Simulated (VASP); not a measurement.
A run of VASP 6.6.1:

Contents of INCAR:

```
PREC = Accurate
ENCUT = 520
EDIFF = 1E-7
ISMEAR = 0
SIGMA = 0.05
LREAL = Auto
LASPH = T
NELM = 100
ALGO = Normal
ISIF = 2
LWAVE = F
LCHARG = F
GGA = PS
NBANDS = 74
NELECT = 120.0
```

File KPOINTS:

```
Automatic mesh
0
Gamma
  4 4 4
```

Contents of POSCAR:

```
K3Mg4F12
1.0
   -3.9908822801      3.9908822801      3.9908822801
    3.9908822801     -3.9908822801      3.9908822801
    3.9908822801      3.9908822801     -3.9908822801
K Mg F
3 4 12
Direct
   -0.3157819278     -0.3157819278      0.4999999649
   -0.0010349842      0.4989649807      0.0000000000
    0.4989649807     -0.0010349842      0.0000000000
    0.4873612809      0.4873612809     -0.0258885110
    0.0132497018      0.0132497018      0.0258885110
    0.0132497018      0.4873611556      0.4999999649
    0.4873611556      0.0132497018      0.4999999649
    0.4697774498      0.7528691124      0.2169083023
   -0.0011472401      0.2476046475      0.2512480774
    0.0359608452      0.7528691124      0.7830916275
    0.4963565350      0.2476046475      0.7487518524
    0.7528691124      0.4697774498      0.2169083023
    0.2476046475     -0.0011472401      0.2512480774
    0.2476046475      0.4963565350      0.7487518524
    0.7528691124      0.0359608452      0.7830916275
    0.2548234773      0.7462939999      0.4999999649
    0.7462939999      0.2548234773      0.4999999649
    0.7462939999      0.7462939999     -0.0085294423
    0.2548234773      0.2548234773      0.0085294423
```

Potentials or basis: VASP PAW PBE potentials, release 64 (K_sv, Mg, F).

Run with:

```console
$ cat potpaw_PBE.64/K_sv/POTCAR potpaw_PBE.64/Mg/POTCAR potpaw_PBE.64/F/POTCAR > POTCAR
$ mpirun -np 1 vasp_std > vasp.out
```

Hardware: 1 thread of Intel(R) Xeon(R) 6975P-C (Granite Rapids), with other jobs on the host.

Q: Estimate the wall time of this run.

A: Run time: 4.7 min on 1 thread of Intel(R) Xeon(R) 6975P-C (Granite Rapids) (shared host), peak memory 0.47 GiB. Counts: scf iterations 17, k points 13.
